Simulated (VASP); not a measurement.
Input of a VASP 6.6.1 run:

Contents of INCAR:

```
PREC = Accurate ; ENCUT = 520
EDIFF = 1E-6 ; ISMEAR = 0
SIGMA = 0.1 ; LREAL = False
LASPH = True ; NELM = 150
ALGO = Normal ; ISIF = 2
LWAVE = False ; LCHARG = True
ISPIN = 2 ; MAGMOM = 0 0 0 0 0 0 1 1 1 1
LORBIT = 11 ; GGA = PE
LELF = True ; LVHAR = True
NBANDS = 32
```

KPOINTS

```
regular mesh
0
Gamma
  8 8 8
```

The input POSCAR:

```
B3C2
1.0
   -1.3679198273      1.3679198273      9.5392140050
    1.3679198273     -1.3679198273      9.5392140050
    1.3679198273      1.3679198273     -9.5392140050
B C
6 4
Direct
    0.5931143899      0.5931143899      0.0000000000
    0.4068856101      0.4068856101      0.0000000000
    0.0000000000      0.0000000000      0.0000000000
    0.8158044771      0.8158044771      0.0000000000
    0.1841955229      0.1841955229      0.0000000000
    0.2500000000      0.7500000000      0.5000000000
    0.6466093272      0.1466093272      0.5000000000
    0.4509588466      0.9509588466      0.5000000000
    0.0490411534      0.5490411534      0.5000000000
    0.8533906728      0.3533906728      0.5000000000
```

Potentials or basis: VASP PAW PBE potentials, release 64 (B, C).

Launch:

```bash
$ cat potpaw_PBE.64/B/POTCAR potpaw_PBE.64/C/POTCAR > POTCAR
$ mpirun -np 1 vasp_std > vasp.out
```

(1) Estimate the net moment.

(2) Predict the band gap on the k mesh.

(3) Predict the pressure.

## Answers

(1) 0.00 μB per cell.

(2) zero (filled and empty bands overlap).

(3) -0.3 GPa.
